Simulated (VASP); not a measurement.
**SnSe: single point with PBE**

**Experimental background.**

From “Linear dichroism of the optical properties of SnS and SnSe van der Waals crystals”, 2024, arxiv:2409.17412, for a bulk crystal of SnSe at 20 K: band gap 1.07 eV (direct).

Crystal: SnSe.

```xyz
8
Lattice="11.9297 0.0000 0.0000 0.0000 4.2337 0.0000 0.0000 0.0000 4.5010" Properties=species:S:1:pos:R:3 pbc="T T T"
Sn    1.4884    1.0584    0.4820
Sn    4.4765    3.1753    2.7325
Sn    7.4532    1.0584    1.7686
Sn   10.4413    3.1753    4.0191
Se    4.2326    1.0584    0.1055
Se    1.7322    3.1753    2.3560
Se   10.1974    1.0584    2.1451
Se    7.6971    3.1753    4.3956
```

```json
{
  "Program": "VASP 6.6.1",
  "Task": "single point",
  "Functional": "PBE",
  "Potentials or basis": "VASP PAW PBE potentials, release 64 (Sn_d, Se)",
  "Cutoff": "520 eV",
  "k mesh": "2 × 6 × 4",
  "Occupations": "fermi-dirac, width 0.05 eV",
  "Spin": "no spin polarisation"
}
```

```
Pressure               : 0.0 GPa
Largest force          : 0.024 eV/Å
Band gap on the k mesh : 0.85 eV
```

Forces in eV/Å, atoms in the order of the input:
```
Sn  -0.023  0.000 -0.008
Sn   0.023  0.000 -0.008
Sn  -0.023  0.000  0.008
Sn   0.023  0.000  0.008
Se   0.012  0.000  0.010
Se  -0.012  0.000  0.010
Se   0.012  0.000 -0.010
Se  -0.012  0.000 -0.010
```

Levels at points of the mesh, in eV from the valence-band top:
| k point | band 36 | band 37 | band 38 | band 39 | band 40 | band 41 | band 42 | band 43 | band 44 | band 45 |
| --- | --- | --- | --- | --- | --- | --- | --- | --- | --- | --- |
| (0.00, 0.00, 0.00) | -1.57 | -1.38 | -1.11 | -0.42 | -0.30 | 0.92 | 3.11 | 3.18 | 3.25 | 3.52 |
| (0.50, 0.00, 0.00) | -1.73 | -1.59 | -1.59 | -0.32 | -0.32 | 2.62 | 2.62 | 2.95 | 2.95 | 3.91 |
| (0.00, 0.50, 0.00) | -1.41 | -0.71 | -0.71 | -0.51 | -0.51 | 1.29 | 1.29 | 1.45 | 1.45 | 2.08 |
| (0.50, 0.50, 0.00) | -1.77 | -0.68 | -0.68 | -0.68 | -0.68 | 1.58 | 1.58 | 1.58 | 1.58 | 2.38 |
| (0.00, 0.00, 0.50) | -1.27 | -0.52 | -0.52 | -0.09 | -0.09 | 1.44 | 1.44 | 1.75 | 1.75 | 2.05 |
| (0.50, 0.00, 0.50) | -1.53 | -0.28 | -0.28 | -0.10 | -0.10 | 1.44 | 1.44 | 1.75 | 1.75 | 2.10 |
| (0.00, 0.50, 0.50) | -2.86 | -1.92 | -1.92 | -1.18 | -1.18 | 2.85 | 2.85 | 3.25 | 3.25 | 4.78 |
| (0.50, 0.50, 0.50) | -3.29 | -1.34 | -1.34 | -1.34 | -1.34 | 2.77 | 2.77 | 2.77 | 2.77 | 4.82 |

It took 6.4 min on 1 thread of Intel Xeon 8259CL, on a shared host, peak memory 0.44 GiB.

A measured gap of SnSe is 1.07 eV (direct; 20 K; “Linear dichroism of the optical properties of SnS and SnSe van der Waals crystals”, 2024, arxiv:2409.17412); the calculated 0.85 eV misses it by -0.22 eV. 3 values of this kind are on record (0.89 to 1.07 eV); this one was drawn at random among those near their median. Spin-orbit coupling on Se, Sn is left out. The value is that of PBE on a finite k mesh, which can miss the band edges, without temperature or zero-point motion. Semilocal functionals fall short of measured gaps as a rule.

Caveat: spin-orbit coupling is left out, which moves the levels of the heavy elements.
